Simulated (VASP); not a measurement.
# CaO (P6_3/mmc) in VASP: single point with PBE-based screened hybrid with 5 % exact exchange

Aim: the single point of CaO with PBE-based screened hybrid with 5 % exact exchange.

Everything below comes from runs of VASP 6.6.1. Logs are shortened: lines on timing, memory, paths and dates and some standing lists are left out, and cuts for length are marked.

## Step 1: The cell of the first run

Symmetry: P6_3/mmc, No. 194, hexagonal system. Conventional cell: a = 3.320 Å, b = 3.320 Å, c = 5.814 Å, α = 90.00°, β = 90.00°, γ = 120.00°. Ca (site symmetry -3m) has 6 O at 2.41 Å and 8 Ca at 2.91 to 3.32 Å within 3.4 Å. O (site symmetry -6m2) has 6 Ca at 2.41 Å and 12 O at 3.32 to 3.48 Å within 3.5 Å.

## Step 2: Single point, PBE-based screened hybrid with 5 % exact exchange

Input file POSCAR:

```
CaO
1.0
    3.3199366349      0.0000000000      0.0000000000
   -1.6599683174      2.8751494647      0.0000000000
    0.0000000000      0.0000000000      5.8143085363
Ca O
2 2
Direct
    0.0000000000      0.0000000000      0.0000000000
    0.0000000000      0.0000000000      0.5000000000
    0.3333333333      0.6666666667      0.2500000000
    0.6666666667      0.3333333333      0.7500000000
```

Input file INCAR.step1:

```
PREC = Accurate ; ENCUT = 520
EDIFF = 1E-5 ; ISMEAR = 0
SIGMA = 0.01 ; LREAL = F
LASPH = T ; NELM = 60
ALGO = Normal ; ISIF = 2
LWAVE = T ; LCHARG = F
NBANDS = 24 ; GGA = PE
```

Input file INCAR.step2:

```
PREC = Accurate ; ENCUT = 520
EDIFF = 1E-6 ; ISMEAR = 0
SIGMA = 0.01 ; LREAL = F
LASPH = T ; NELM = 60
ALGO = Normal ; ISIF = 2
LWAVE = F ; LCHARG = F
GGA = PE ; LHFCALC = T
AEXX = 0.05 ; HFSCREEN = 0.2078
PRECFOCK = Normal ; NBANDS = 24
ISTART = 1
```

Input file KPOINTS:

```
regular mesh
0
Gamma
  6 6 2
```

Potentials or basis: VASP PAW PBE potentials, release 64 (Ca_sv, O).

Run with:

```bash
> cat potpaw_PBE.64/Ca_sv/POTCAR potpaw_PBE.64/O/POTCAR > POTCAR
> cp INCAR.step1 INCAR
> mpirun -np 1 vasp_std > vasp.out
> cp INCAR.step2 INCAR
> mpirun -np 1 vasp_std > vasp.out
```

OUTCAR:

```text
PREC = Accurate
   ENCUT = 520
   EDIFF = 1E-6
   ISMEAR = 0
   LREAL = F
   LASPH = T
   NELM = 60
   ISIF = 2
   GGA = PE
   LHFCALC = T
   AEXX = 0.05
   HFSCREEN = 0.2078
   PRECFOCK = Normal
   ISTART = 1

 ion  position               nearest neighbor table
   1  0.000  0.000  0.000-   3 2.41   4 2.41   3 2.41   4 2.41   4 2.41   3 2.41   2 2.91   2 2.91

   2  0.000  0.000  0.500-   3 2.41   4 2.41   3 2.41   4 2.41   4 2.41   3 2.41   1 2.91   1 2.91

   3  0.333  0.667  0.250-   1 2.41   2 2.41   1 2.41   2 2.41   1 2.41   2 2.41
   4  0.667  0.333  0.750-   1 2.41   2 2.41   1 2.41   2 2.41   1 2.41   2 2.41

  LATTYP: Found a hexagonal cell.
 ALAT       =     3.3199366349
 C/A-ratio  =     1.7513311776

  Lattice vectors:

 A1 = (   3.3199366349,   0.0000000000,   0.0000000000)
 A2 = (  -1.6599683174,   2.8751494647,   0.0000000000)
 A3 = (   0.0000000000,   0.0000000000,   5.8143085363)

Analysis of symmetry for initial positions (statically):
=====================================================================
 Subroutine PRICEL returns:
 Original cell was already a primitive cell.

 Routine SETGRP: Setting up the symmetry group for a
 hexagonal supercell.

 Subroutine GETGRP returns: Found 24 space group operations
 (whereof 12 operations were pure point group operations)
 out of a pool of 24 trial point group operations.

The static configuration has the point symmetry D_3d.
 The point group associated with its full space group is D_6h.

Analysis of symmetry for dynamics (positions and initial velocities):
=====================================================================
 Subroutine PRICEL returns:
 Original cell was already a primitive cell.

 Routine SETGRP: Setting up the symmetry group for a
 hexagonal supercell.

 Subroutine GETGRP returns: Found 24 space group operations
 (whereof 12 operations were pure point group operations)
 out of a pool of 24 trial point group operations.

The dynamic configuration has the point symmetry D_3d.
 The point group associated with its full space group is D_6h.

 Subroutine INISYM returns: Found 24 space group operations
 (whereof 12 operations are pure point group operations),
 and found     1 'primitive' translations

----------------------------------------------------------------------------------------

                                     Primitive cell

  volume of cell :      55.4994

  direct lattice vectors                    reciprocal lattice vectors
     3.319936635  0.000000000  0.000000000     0.301210568  0.173904003  0.000000000
    -1.659968317  2.875149465  0.000000000     0.000000000  0.347808005  0.000000000
     0.000000000  0.000000000  5.814308536     0.000000000  0.000000000  0.171989497

  length of vectors
     3.319936635  3.319936635  5.814308536     0.347808005  0.347808005  0.171989497

  position of ions in fractional coordinates (direct lattice)
     0.000000000  0.000000000  0.000000000
     0.000000000  0.000000000  0.500000000
     0.333333333  0.666666667  0.250000000
     0.666666667  0.333333333  0.750000000

  ion indices of the primitive-cell ions
   primitive index   ion index
                 1           1
                 2           2
                 3           3
                 4           4

----------------------------------------------------------------------------------------

 KPOINTS: regular mesh

Automatic generation of k-mesh.
 Grid dimensions read from file:
 generate k-points for:    6    6    2

 Generating k-lattice:

  Cartesian coordinates                     Fractional coordinates (reciprocal lattice)
     0.050201761  0.028984000  0.000000000     0.166666667  0.000000000  0.000000000
     0.000000000  0.057968001  0.000000000     0.000000000  0.166666667  0.000000000
     0.000000000  0.000000000  0.085994748     0.000000000  0.000000000  0.500000000

  Length of vectors
     0.057968001  0.057968001  0.085994748

  Shift w.r.t. Gamma in fractional coordinates (k-lattice)
     0.000000000  0.000000000  0.000000000

 Subroutine IBZKPT returns following result:
 ===========================================

 Found     14 irreducible k-points:

 Following reciprocal coordinates:
            Coordinates               Weight
  0.000000  0.000000  0.000000      1.000000
  0.166667 -0.000000  0.000000      6.000000
  0.333333  0.000000  0.000000      6.000000
  0.500000  0.000000  0.000000      3.000000
  0.166667  0.166667  0.000000      6.000000
  0.333333  0.166667  0.000000     12.000000
  0.333333  0.333333  0.000000      2.000000
  0.000000  0.000000  0.500000      1.000000
  0.166667 -0.000000  0.500000      6.000000
  0.333333  0.000000  0.500000      6.000000
  0.500000  0.000000  0.500000      3.000000
  0.166667  0.166667  0.500000      6.000000
  0.333333  0.166667  0.500000     12.000000
  0.333333  0.333333  0.500000      2.000000
   k-points           NKPTS =     14   k-points in BZ     NKDIM =     72   number of bands    NBANDS=     24
   number of dos      NEDOS =    301   number of ions     NIONS =      4
   total plane-waves  NPLWV =  37632
   dimension x,y,z NGX =    28 NGY =   28 NGZ =   48
   dimension x,y,z NGXF=    56 NGYF=   56 NGZF=   96
   ions per type =               2   2
   NGX,Y,Z   is equivalent  to a cutoff of  14.02, 14.02, 13.72 a.u.
   NGXF,Y,Z  is equivalent  to a cutoff of  28.04, 28.04, 27.45 a.u.
 SYSTEM =  unknown system
   PREC   = accura    normal or accurate (medium, high low for compatibility)
   ISTART =      1    job   : 0-new  1-cont  2-samecut
   ICHARG =      0    charge: 1-file 2-atom 10-const
   ISPIN  =      1    spin polarized calculation?
   LNONCOLLINEAR =      F non collinear calculations
   LSORBIT =      F    spin-orbit coupling
   LASPH  =      T    aspherical Exc in radial PAW
   ENCUT  =  520.0 eV  38.22 Ry    6.18 a.u.   6.17  6.17 10.81*2*pi/ulx,y,z
   NELM   =     60;   NELMIN=  2; NELMDL=  0     # of ELM steps
   EDIFF  = 0.1E-05   stopping-criterion for ELM
   LREAL  =      F    real-space projection
   EDIFFG = 0.1E-04   stopping-criterion for IOM
   NSW    =      0    number of steps for IOM
   IBRION =     -1    ionic relax: 0-MD 1-quasi-New 2-CG
   NFREE  =      0    steps in history (QN), initial steepest desc. (CG)
   ISIF   =      2    stress and relaxation
   ISYM   =      3    0-nonsym 1-usesym 2-fastsym
   POTIM  = 0.5000    time-step for ionic-motion
   TEBEG  =    0.0;   TEEND  =   0.0 temperature during run
   PSTRESS=    0.0 pullay stress
   NELECT =      32.0000    total number of electrons
   NUPDOWN=      -1.0000    fix difference up-down
   EMIN   =  10.00;   EMAX   =-10.00  energy-range for DOS
   EFERMI =   0.00;   METHOD = LEGACY
   ISMEAR =     0;   SIGMA  =   0.01  broadening in eV -4-tet -1-fermi 0-gaus
   EFERMI_NEDOS =   21; number of points for ismear=-14 and -15
   IALGO  =     38    algorithm
   IMIX   =      1    mixing-type and parameters
     AMIX     =   0.40;   BMIX     =  1.00
     AMIX_MAG =   1.60;   BMIX_MAG =  1.00
  volume/ion in A,a.u.               =      13.87        93.63
  Fermi-wavevector in a.u.,A,eV,Ry     =   1.362580  2.574903 25.260912  1.856625
  Thomas-Fermi vector in A             =   2.489057
   LORBIT       =      0    0 simple, 1 ext, 2 COOP (PROOUT), +10 PAW based schemes
   GGA     = PE    functional components
   LHFCALC =     T    Hartree Fock is set to
   PRECFOCK=normal    Normal, Fast or Accurate (Low or Medium for compatibility)
   ENCUT4O =  -1.0   cutoff for four orbital integrals eV
   NKREDX  =     1    reduce k-point grid by
   NKREDY  =     1    reduce k-point grid by
   NKREDZ  =     1    reduce k-point grid by
   AEXX    =    0.0500 exact exchange contribution
   HFSCREEN=    0.2078 screening length (either q_TF or 0.3 A-1)
   HFSCREENC=   0.2078 screening length for correlation (either q_TF or 0.3 A-1)
   ENCUTFOCK=  -1.0 apply spherical cutoff to Coloumb kernel
   IVDW    =     0    specifies the selected vdW correction
   LEPSILON=     F    determine dielectric tensor
   LRPA    =     F    only Hartree local field effects (RPA)
 non-spin polarized calculation
 Gauss-broadening in eV      SIGMA  =   0.01
  energy-cutoff  :      520.00
  volume of cell :       55.50
 maximum number of plane-waves:      1518
 NGX is ok and might be reduce to    28
  NGX = 20; NGY = 20; NGZ = 36

 number of electron      31.9999996 magnetization

 Free energy of the ion-electron system (eV)
  ---------------------------------------------------
  ext. energy  EPLUGINS =         0.00000000
  ---------------------------------------------------
  free energy    TOTEN  =       -25.75449143 eV

  energy without entropy =      -25.75449143  energy(sigma->0) =      -25.75449143

 E-fermi :   2.4098     XC(G=0): -10.0892

 val. band max:        2.2880977230   @ k =   0.0000   0.0000   0.0000
 cond. band min:       6.4573500152   @ k =   0.0000   0.0000   0.0000
 fundamental gap:      4.1692522922
 Fermi energy:         2.4098303418

 k-point     1 :       0.0000    0.0000    0.0000
  band No.  band energies     occupation
      1     -36.2981      2.00000
      2     -36.1264      2.00000
      3     -18.1282      2.00000
      4     -16.7504      2.00000
      5     -16.7504      2.00000
      6     -16.6142      2.00000
[... 16 lines left out ...]
     23      10.5591      0.00000
     24      11.0523      0.00000

 k-point     2 :       0.1667   -0.0000    0.0000
  band No.  band energies     occupation
      1     -36.2755      2.00000
      2     -36.1076      2.00000
      3     -18.0094      2.00000
      4     -17.0546      2.00000
      5     -16.7882      2.00000
      6     -16.7596      2.00000
[... 16 lines left out ...]
     23      10.7374      0.00000
     24      11.3862      0.00000

 k-point     3 :       0.3333    0.0000    0.0000
  band No.  band energies     occupation
      1     -36.2299      2.00000
      2     -36.0695      2.00000
      3     -17.7856      2.00000
      4     -17.5052      2.00000
      5     -17.0394      2.00000
      6     -16.8626      2.00000
[... 16 lines left out ...]
     23      11.3532      0.00000
     24      11.6716      0.00000
[... 244 lines left out ...]
 k-point    13 :       0.3333    0.1667    0.5000
  band No.  band energies     occupation
      1     -36.1295      2.00000
      2     -36.1295      2.00000
      3     -17.4247      2.00000
      4     -17.4247      2.00000
      5     -17.0293      2.00000
      6     -17.0293      2.00000
[... 16 lines left out ...]
     23      11.1893      0.00000
     24      11.1893      0.00000

 k-point    14 :       0.3333    0.3333    0.5000
  band No.  band energies     occupation
      1     -36.1190      2.00000
      2     -36.1190      2.00000
      3     -17.3440      2.00000
      4     -17.3440      2.00000
      5     -17.1075      2.00000
      6     -17.1075      2.00000
[... 16 lines left out ...]
     23      10.9299      0.00000
     24      10.9299      0.00000

------------------------ aborting loop because EDIFF is reached ----------------------------------------

  FORCE on cell =-STRESS in cart. coord.  units (eV):
  Direction    XX          YY          ZZ          XY          YZ          ZX
  --------------------------------------------------------------------------------------
  -------------------------------------------------------------------------------------
  Total        0.8926416      0.8926416      1.1266472      0.0000000      0.0000000      0.0000000
  in kB       25.7691090     25.7691090     32.5244707      0.0000000      0.0000000      0.0000000
  external PRESSURE =      28.0208963 kB  Pullay stress =       0.0000000 kB

 VOLUME and BASIS-vectors are now :
 -----------------------------------------------------------------------------
  energy-cutoff  :      520.00
  volume of cell :       55.50
      direct lattice vectors                 reciprocal lattice vectors
     3.319936635  0.000000000  0.000000000     0.301210568  0.173904003  0.000000000
    -1.659968317  2.875149465  0.000000000     0.000000000  0.347808005  0.000000000
     0.000000000  0.000000000  5.814308536     0.000000000  0.000000000  0.171989497

 POSITION                                       TOTAL-FORCE (eV/Angst)
 -----------------------------------------------------------------------------------
      0.00000      0.00000      0.00000         0.000000      0.000000      0.000000
      0.00000      0.00000      2.90715         0.000000      0.000000      0.000000
     -0.00000      1.91677      1.45358         0.000000     -0.000000      0.000000
      1.65997      0.95838      4.36073        -0.000000      0.000000     -0.000000
 -----------------------------------------------------------------------------------
    total drift:                               -0.000000      0.000000     -0.000000

  FREE ENERGIE OF THE ION-ELECTRON SYSTEM (eV)
  ---------------------------------------------------
  free  energy   TOTEN  =       -25.7544914277 eV

  energy  without entropy=      -25.7544914277  energy(sigma->0) =      -25.75449143
```

Wall time 65 min (1 thread of Intel Xeon 8259CL, shared host); peak memory 0.32 GiB.

What came out:

```yaml
Free_energy: -25.7545 eV
Pressure: 2.8 GPa
Band_gap_on_the_k_mesh: 4.17 eV
```

Caveat: the k points lie up to 0.54 Å⁻¹ apart; the PAW data sets were made with another functional, which shifts forces and pressure a little.
